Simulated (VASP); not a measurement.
Input of a VASP 6.6.1 run:

Contents of INCAR:

```
PREC = Accurate ; ENCUT = 520
EDIFF = 1E-7 ; ISMEAR = 0
SIGMA = 0.05 ; LREAL = F
LASPH = T ; NELM = 150
ALGO = Normal ; ISIF = 2
LWAVE = F ; LCHARG = F
ISPIN = 2 ; MAGMOM = 0 0 0 0 2
LORBIT = 11 ; LDIPOL = T
IDIPOL = 3 ; DIPOL = 0.5 0.5 0.327
GGA = PE ; IVDW = 12
NBANDS = 23
```

KPOINTS

```
Automatic mesh
0
Gamma
  7 7 1
```

The input POSCAR:

```
Si4O
1.0
    3.8333442603      0.0000000000      0.0000000000
    0.0000000000      3.8333442603      0.0000000000
    0.0000000000      0.0000000000     21.1034818054
Si O
4 1
Direct
    0.0000000000      0.5000000000      0.1895421825
    0.0000000000      0.0000000000      0.2537634268
    0.5000000000      0.0000000000      0.3207061911
    0.5000000000      0.5000000000      0.3839879068
    0.5000000000      0.5000000000      0.4882361072
```

Potentials or basis: VASP PAW PBE potentials, release 64 (Si, O).

The run is started by

```sh
$ cat potpaw_PBE.64/Si/POTCAR potpaw_PBE.64/O/POTCAR > POTCAR
$ mpirun -np 1 vasp_std > vasp.out
```

Question: Estimate the dispersion energy per atom.

Answer: -0.196 eV.

Question: Estimate the site moments.

Answer: Si -0.00, -0.01, +0.01, -0.05; O +0.70 μB.

Question: Estimate the largest force.

Answer: 4.707 eV/Å.

Forces on the atoms (eV/Å):
```
Si   0.000  0.000 -0.158
Si   0.000  0.000  0.339
Si   0.000  0.000  0.306
Si   0.000  0.000  4.221
O    0.000  0.000 -4.707
```
